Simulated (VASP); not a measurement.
Br:

```xyz
1
Lattice="-1.4235 1.4235 3.5775 1.4235 -1.4235 3.5775 1.4235 1.4235 -3.5775" Properties=species:S:1:pos:R:3 pbc="T T T"
Br    0.0000    0.0000    0.0000
```

| Quantity | Value |
| --- | --- |
| Program | VASP 6.6.1 |
| Task | relaxation of cell and atoms |
| Functional | revPBE |
| Potentials or basis | VASP PAW PBE potentials, release 64 (Br) |
| Cutoff | 600 eV |
| k mesh | 13 × 13 × 13 |
| Occupations | fermi-dirac, width 0.05 eV |
| Spin | no spin polarisation |

At the start: pressure 2.8 GPa; volume 29.00 Å³/atom.

Task: How do energy, volume and symmetry change on relaxing?

Result: Over 12 steps the energy falls by 78.9 meV/atom and the volume is 45.66 Å³/atom (+57.5 %); space group I4/mmm (No. 139, to 0.1 Å) before and after.

The path:
```
step  energy change (eV)  largest force (eV/Å)  pressure (GPa)  volume (Å³)
   1              0.0000                0.0000            2.80        29.00
   2             -0.0209                0.0000            0.39        31.18
   3             -0.0215                0.0000           -0.10        31.75
   4             -0.0349                0.0000           -0.08        32.64
   5             -0.0602                0.0000            0.13        35.28
   6             -0.0736                0.0000            0.82        40.31
   7             -0.0733                0.0000           -0.78        45.50
   8             -0.0778                0.0000           -0.06        42.76
   9             -0.0781                0.0000           -0.05        43.24
  10             -0.0787                0.0000           -0.03        44.67
  11             -0.0785                0.0000            0.01        47.52
  12             -0.0789                0.0000           -0.01        45.66
```

Final structure:
```
Br
1.0
    -1.45028    1.45028    5.42707
     1.45028   -1.45028    5.42707
     1.45028    1.45028   -5.42707
Br
1
Direct
  0.00000 0.00000 0.00000
```

Caveat: the volume moved by over 15 % at a fixed basis, so the end points are rough; the PAW data sets were made with another functional, which shifts forces and pressure a little; an odd number of electrons without spin polarisation forces a metal; a magnetic or distorted state may lie lower.
